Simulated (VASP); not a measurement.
# ZnH (P4/mmm) in VASP: density of states with PBE

Aim: the density of states of ZnH with PBE.

Everything below comes from runs of VASP 6.6.1. Logs are shortened: lines on timing, memory, paths and dates and some standing lists are left out, and cuts for length are marked.

## Step 1: The cell of the first run

It takes space group P4/mmm (No. 123, tetragonal). Conventional cell: a = 2.646 Å, b = 2.646 Å, c = 10.101 Å, α = 90.00°, β = 90.00°, γ = 90.00°. Zn (site symmetry 4/mmm) has 6 Zn at 2.60 to 2.65 Å within 3.4 Å. Within 3.1 Å of Zn (site symmetry 4mm) lie 8 H at 2.38 to 3.08 Å and 5 Zn at 2.60 to 2.65 Å. Within 1.3 Å of H (site symmetry 4mm) lie 1 H at 0.98 Å. H (site symmetry 4/mmm) has 2 H at 0.98 Å within 1.3 Å.

## Step 2: Density of states, PBE

The input, POSCAR:

```
ZnH
1.0
    2.6463622234      0.0000000000      0.0000000000
    0.0000000000      2.6463622234      0.0000000000
    0.0000000000      0.0000000000     10.1006207858
Zn H
3 3
Direct
    0.5000000000      0.5000000000      0.5000000000
    0.5000000000      0.5000000000      0.7574150080
    0.5000000000      0.5000000000      0.2425849920
    0.0000000000      0.0000000000      0.9024869926
    0.0000000000      0.0000000000      0.0975130074
    0.0000000000      0.0000000000      0.0000000000
```

The input, INCAR.step1:

```
SYSTEM = ZnH
PREC = Accurate ; ENCUT = 520
EDIFF = 1E-6 ; ISMEAR = 0
SIGMA = 0.1 ; LREAL = .FALSE.
LASPH = .TRUE. ; NELM = 100
ALGO = Normal ; ISIF = 2
LWAVE = .FALSE. ; LCHARG = .TRUE.
GGA = PE ; NBANDS = 28
```

The input, KPOINTS.step1:

```
Automatic mesh
0
G
  14 14 4
  0 0 0
```

The input, INCAR.step2:

```
SYSTEM = ZnH
PREC = Accurate ; ENCUT = 520
EDIFF = 1E-6 ; ISMEAR = -5
SIGMA = 0.1 ; LREAL = .FALSE.
LASPH = .TRUE. ; NELM = 100
ALGO = Normal ; ISIF = 2
LWAVE = .FALSE. ; LCHARG = .FALSE.
GGA = PE ; LORBIT = 10
NBANDS = 28 ; NEDOS = 1001
ICHARG = 11
```

The input, KPOINTS.step2:

```
Automatic mesh
0
G
  21 21 6
  0 0 0
```

Potentials or basis: VASP PAW PBE potentials, release 64 (Zn, H).

The run is started by

```sh
> cat potpaw_PBE.64/Zn/POTCAR potpaw_PBE.64/H/POTCAR > POTCAR
> cp INCAR.step1 INCAR
> cp KPOINTS.step1 KPOINTS
> mpirun -np 1 vasp_std > vasp.out
> cp INCAR.step2 INCAR
> cp KPOINTS.step2 KPOINTS
> mpirun -np 1 vasp_std > vasp.out
```

OUTCAR:

```text
SYSTEM = ZnH
   PREC = Accurate
   ENCUT = 520
   EDIFF = 1E-6
   ISMEAR = -5
   LREAL = .FALSE.
   LASPH = .TRUE.
   NELM = 100
   ISIF = 2
   GGA = PE
   LORBIT = 10
   ICHARG = 11

 ion  position               nearest neighbor table
   1  0.500  0.500  0.500-   2 2.60   3 2.60
   2  0.500  0.500  0.757-   1 2.60
   3  0.500  0.500  0.243-   1 2.60
   4  0.000  0.000  0.902-
   5  0.000  0.000  0.098-
   6  0.000  0.000  0.000-

  LATTYP: Found a simple tetragonal cell.
 ALAT       =     2.6463622234
 C/A-ratio  =     3.8167945025

  Lattice vectors:

 A1 = (   2.6463622234,   0.0000000000,   0.0000000000)
 A2 = (   0.0000000000,   2.6463622234,   0.0000000000)
 A3 = (   0.0000000000,   0.0000000000,  10.1006207858)

Analysis of symmetry for initial positions (statically):
=====================================================================
 Subroutine PRICEL returns:
 Original cell was already a primitive cell.

 Routine SETGRP: Setting up the symmetry group for a
 simple tetragonal supercell.

 Subroutine GETGRP returns: Found 16 space group operations
 (whereof 16 operations were pure point group operations)
 out of a pool of 16 trial point group operations.

The static configuration has the point symmetry D_4h.

Analysis of symmetry for dynamics (positions and initial velocities):
=====================================================================
 Subroutine PRICEL returns:
 Original cell was already a primitive cell.

 Routine SETGRP: Setting up the symmetry group for a
 simple tetragonal supercell.

 Subroutine GETGRP returns: Found 16 space group operations
 (whereof 16 operations were pure point group operations)
 out of a pool of 16 trial point group operations.

The dynamic configuration has the point symmetry D_4h.

 Subroutine INISYM returns: Found 16 space group operations
 (whereof 16 operations are pure point group operations),
 and found     1 'primitive' translations

----------------------------------------------------------------------------------------

                                     Primitive cell

  volume of cell :      70.7370

  direct lattice vectors                    reciprocal lattice vectors
     2.646362223  0.000000000  0.000000000     0.377877220  0.000000000  0.000000000
     0.000000000  2.646362223  0.000000000     0.000000000  0.377877220  0.000000000
     0.000000000  0.000000000 10.100620786     0.000000000  0.000000000  0.099003816
[... 101 lines left out ...]
   ISYM   =      2    0-nonsym 1-usesym 2-fastsym
   POTIM  = 0.5000    time-step for ionic-motion
   TEBEG  =    0.0;   TEEND  =   0.0 temperature during run
   PSTRESS=    0.0 pullay stress
   NELECT =      39.0000    total number of electrons
   NUPDOWN=      -1.0000    fix difference up-down
   EMIN   =  10.00;   EMAX   =-10.00  energy-range for DOS
   EFERMI =   0.00;   METHOD = LEGACY
   ISMEAR =    -5;   SIGMA  =   0.10  broadening in eV -4-tet -1-fermi 0-gaus
   EFERMI_NEDOS =   21; number of points for ismear=-14 and -15
   IALGO  =     38    algorithm
   IMIX   =      4    mixing-type and parameters
     AMIX     =   0.40;   BMIX     =  1.00
     AMIX_MAG =   1.60;   BMIX_MAG =  1.00
  volume/ion in A,a.u.               =      11.79        79.56
  Fermi-wavevector in a.u.,A,eV,Ry     =   1.342397  2.536762 24.518085  1.802028
  Thomas-Fermi vector in A             =   2.470554
   LORBIT       =     10    0 simple, 1 ext, 2 COOP (PROOUT), +10 PAW based schemes
   GGA     = PE    functional components
   LHFCALC =     F    Hartree Fock is set to
   AEXX    =    0.0000 exact exchange contribution
   IVDW    =     0    specifies the selected vdW correction
   LEPSILON=     F    determine dielectric tensor
   LRPA    =     F    only Hartree local field effects (RPA)
 non-spin polarized calculation
 Fermi weights with tetrahedron method with Bloechl corrections
  energy-cutoff  :      520.00
  volume of cell :       70.74
 maximum number of plane-waves:      1928
 NGX is ok and might be reduce to    20

 number of electron      39.0000048 magnetization

 Free energy of the ion-electron system (eV)
  ---------------------------------------------------
  ext. energy  EPLUGINS =         0.00000000
  ---------------------------------------------------
  free energy    TOTEN  =       -11.04400832 eV

  energy without entropy =      -11.04400832  energy(sigma->0) =      -11.04400832

 E-fermi :   1.2790     XC(G=0):  -9.9638

 val. band max:        1.4328185490   @ k =   0.1429   0.0952   0.5000
 cond. band min:       1.1968349758   @ k =   0.0000   0.0000   0.5000
 fundamental gap:     -0.2359835732
 Fermi energy:         1.2789654004

 k-point     1 :       0.0000    0.0000    0.0000
  band No.  band energies     occupation
      1      -8.9714      2.00000
      2      -7.1584      2.00000
      3      -6.8371      2.00000
      4      -6.5582      2.00000
      5      -6.5314      2.00000
      6      -6.4831      2.00000
[... 733 lines left out ...]
     27      11.8361      0.00000
     28      12.5521      0.00000

 [... further k-points ...]
[... 5 lines left out ...]
  --------------------------------------------------------------------------------------
  -------------------------------------------------------------------------------------
  Total       -0.1054686     -0.1054686      0.1162347      0.0000000      0.0000000      0.0000000
  in kB       -2.3888395     -2.3888395      2.6326910      0.0000000      0.0000000      0.0000000
  external PRESSURE =      -0.7149960 kB  Pullay stress =       0.0000000 kB

 VOLUME and BASIS-vectors are now :
 -----------------------------------------------------------------------------
  energy-cutoff  :      520.00
  volume of cell :       70.74
      direct lattice vectors                 reciprocal lattice vectors
     2.646362223  0.000000000  0.000000000     0.377877220  0.000000000  0.000000000
     0.000000000  2.646362223  0.000000000     0.000000000  0.377877220  0.000000000
     0.000000000  0.000000000 10.100620786     0.000000000  0.000000000  0.099003816

 POSITION                                       TOTAL-FORCE (eV/Angst)
 -----------------------------------------------------------------------------------
      1.32318      1.32318      5.05031        -0.000000     -0.000000      0.000000
      1.32318      1.32318      7.65036         0.000000      0.000000      0.024058
      1.32318      1.32318      2.45026         0.000000     -0.000000     -0.024058
      0.00000      0.00000      9.11568        -0.000000     -0.000000      0.010138
      0.00000      0.00000      0.98494        -0.000000     -0.000000     -0.010138
      0.00000      0.00000      0.00000        -0.000000     -0.000000      0.000000
 -----------------------------------------------------------------------------------
    total drift:                               -0.000000      0.000000     -0.000000

  FREE ENERGIE OF THE ION-ELECTRON SYSTEM (eV)
  ---------------------------------------------------
  free  energy   TOTEN  =       -11.0440083166 eV

  energy  without entropy=      -11.0440083166  energy(sigma->0) =      -11.04400832

 total charge

# of ion       s       p       d       tot
------------------------------------------
    1        0.666   0.337   9.717  10.720
    2        0.673   0.295   9.736  10.704
    3        0.673   0.295   9.736  10.704
    4        0.500   0.017   0.000   0.517
    5        0.500   0.017   0.000   0.517
    6        0.538   0.030   0.000   0.568
--------------------------------------------------
tot          3.550   0.991  29.188  33.729
```

Run time: 4.9 min. Hardware: 1 thread of Intel Xeon 6975P-C, shared host; peak memory 0.48 GiB.

What came out:

```
Valence electrons inside the program's atomic spheres : Zn 10.72, 10.70; H 0.52, 0.57
```

Levels at points of the mesh, in eV from the Fermi level:
```
           k point  band 18  band 19  band 20  band 21  band 22  band 23
(0.00, 0.00, 0.00)    -6.69    -3.55    -3.35     3.65     3.77    10.40
(0.00, 0.00, 0.50)    -5.98    -5.96    -0.29    -0.08     7.85     8.21
```

Caveat: tetrahedron occupations give inexact forces and stress in metals.
